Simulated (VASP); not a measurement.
## SnSe (rocksalt type): single point with PBE

The system is SnSe (rocksalt type).

```
Sn Se
1.0
     0.00000    2.71658    2.71658
     2.71658    0.00000    2.71658
     2.71658    2.71658    0.00000
Sn Se
1 1
Direct
  0.00000 0.00000 0.00000
  0.50000 0.50000 0.50000
```

```json
{"Program": "VASP 6.6.1", "Task": "single point", "Functional": "PBE", "Potentials or basis": "VASP PAW PBE potentials, release 64 (Sn_d, Se)", "Cutoff": "520 eV", "k mesh": "14 × 14 × 14", "Occupations": "fermi-dirac, width 0.1 eV", "Spin": "no spin polarisation", "Dipole correction": "no", "Further INCAR settings": "ALGO = Normal; EDIFF = 1e-06; NBANDS = 17"}
```

- Pressure: 31.9 GPa
- Band gap on the k mesh: zero (bands 10 and 11 overlap by 0.15 eV)

Levels at points of the mesh, in eV from the Fermi level:
| k point | band 6 | band 7 | band 8 | band 9 | band 10 | band 11 | band 12 | band 13 | band 14 | band 15 |
| --- | --- | --- | --- | --- | --- | --- | --- | --- | --- | --- |
| (0.00, 0.00, 0.00) | -16.85 | -4.15 | -3.59 | -3.59 | -3.59 | 5.00 | 5.00 | 5.00 | 5.12 | 5.12 |
| (0.50, 0.00, 0.00) | -15.08 | -10.47 | -3.21 | -3.21 | -0.71 | 0.49 | 0.49 | 1.62 | 8.78 | 10.12 |
| (0.50, 0.50, 0.00) | -14.33 | -8.35 | -6.57 | -5.72 | -5.72 | 1.40 | 6.87 | 6.87 | 7.73 | 11.14 |

Wall time 36 s on 1 thread of AMD EPYC 9R45 96-Core Processor (Zen 5), with other jobs on the host, peak memory 0.19 GiB.

Caveat: the cell stands under pressure; semilocal functionals underestimate gaps, and a narrow one can read as zero; spin-orbit coupling is left out, which moves the levels of the heavy elements.
